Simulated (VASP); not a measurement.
Runs of VASP 6.6.1 on TiO2. The structure is that of space group P4_2/mnm (No. 136), or close to it. The cells are those of the table. 

```csv
task,cell,cutoff (eV),gap on the mesh (eV),pressure (GPa),largest force (eV/Å)
single point,"a = 4.643, b = 4.643, c = 2.964 Å, 6 atoms",520,1.84,0.7,0.03
single point,"a = 4.844, b = 4.844, c = 2.996 Å, 6 atoms",520,1.92,(b),0.04
relaxation of shape and atoms at fixed volume,"relaxed from a = 4.422, b = 4.422, c = 2.875 Å, 6 atoms",600,1.99,36.2,0.01
single point,"a = 4.762, b = 4.762, c = 2.987 Å, 6 atoms",520,(a),-9.3,0.03
relaxation of cell and atoms,"relaxed from a = 4.592, b = 4.592, c = 2.957 Å, 6 atoms",600,(c),0.0,-
single point,"a = 4.702, b = 4.702, c = 2.977 Å, 6 atoms",520,1.84,-4.9,0.03
relaxation of shape and atoms at fixed volume,"relaxed from a = 4.481, b = 4.481, c = 2.897 Å, 6 atoms",600,1.93,24.8,-
```

Alike in all rows: level PBE; potentials or basis VASP PAW PBE potentials, release 64 (Ti_sv, O); no spin polarisation; k mesh 6 × 6 × 10; smearing gaussian 0.02 eV.

**Question.** Fill in the values left out.

**Answer.** (a) 1.86; (b) -13.7; (c) 1.82.

A k mesh can miss the band edges.
